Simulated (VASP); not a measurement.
ZnS (CsCl type), 2 atoms in the cell. It takes space group Pm-3m (No. 221, cubic). The conventional cell has a = 2.693 Å, b = 2.693 Å, c = 2.693 Å, α = 90.00°, β = 90.00°, γ = 90.00°. Zn (site symmetry m-3m) has 8 S at 2.33 Å and 6 Zn at 2.69 Å within 3.1 Å. Within 3.1 Å of S (site symmetry m-3m) lie 8 Zn at 2.33 Å and 6 S at 2.69 Å. 

| Property | Result |
| --- | --- |
| Program | VASP 6.6.1 |
| Task | single point |
| Functional | PBE |
| Potentials or basis | VASP PAW PBE potentials, release 64 (Zn, S) |
| Cutoff | 520 eV |
| k mesh | 16 × 16 × 16 |
| Occupations | fermi-dirac, width 0.08 eV |
| Spin | no spin polarisation |
| Dipole correction | no |
| Further INCAR settings | ALGO = Normal; EDIFF = 1e-06; NBANDS = 16 |

Potentials or basis: VASP PAW PBE potentials, release 64 (Zn, S).

The run is started by

```bash
$ cat potpaw_PBE.64/Zn/POTCAR potpaw_PBE.64/S/POTCAR > POTCAR
$ mpirun -np 1 vasp_std > vasp.out
```

Hardware: 1 thread of AMD EPYC 9R45 (Zen 5), with other jobs on the host.

Task: Estimate the wall time of this run.

Result: Wall time 28 s on 1 thread of AMD EPYC 9R45 (Zen 5) (shared host), peak memory 0.13 GiB. Counts: scf iterations 12, k points 165.
